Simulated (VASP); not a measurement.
Input of a VASP 6.6.1 run:

The input INCAR:

```
PREC = Accurate
ENCUT = 520
EDIFF = 1E-6
ISMEAR = 0
SIGMA = 0.15
LREAL = False
LASPH = True
NELM = 60
ALGO = Normal
ISIF = 2
LWAVE = False
LCHARG = False
GGA = PS
NBANDS = 21
```

KPOINTS

```
Automatic mesh
0
Gamma
  20 20 12
```

Contents of POSCAR:

```
Ge
1.0
    1.5084397450     -2.6302377206      0.0000000000
    1.5084397450      2.6302377206      0.0000000000
    0.0000000000      0.0000000000      4.6006708077
Ge
2
Direct
    0.6665533700      0.3334466300      0.2500000000
    0.3334466300      0.6665533700      0.7500000000
```

Potentials or basis: VASP PAW PBE potentials, release 64 (Ge_d).

Command:

```bash
$ cat potpaw_PBE.64/Ge_d/POTCAR > POTCAR
$ mpirun -np 1 vasp_std > vasp.out
```

Q: Predict the band gap on the k mesh.

A: Zero (bands 14 and 15 overlap by 9.28 eV).

Q: Estimate the pressure.

A: 0.8 GPa.

Q: Predict the largest force.

A: 0.004 eV/Å.

Forces on the atoms (eV/Å):
```
Ge   0.000  0.004  0.000
Ge   0.000 -0.004  0.000
```

Caveat: the PAW data sets were made with another functional, which shifts forces and pressure a little.
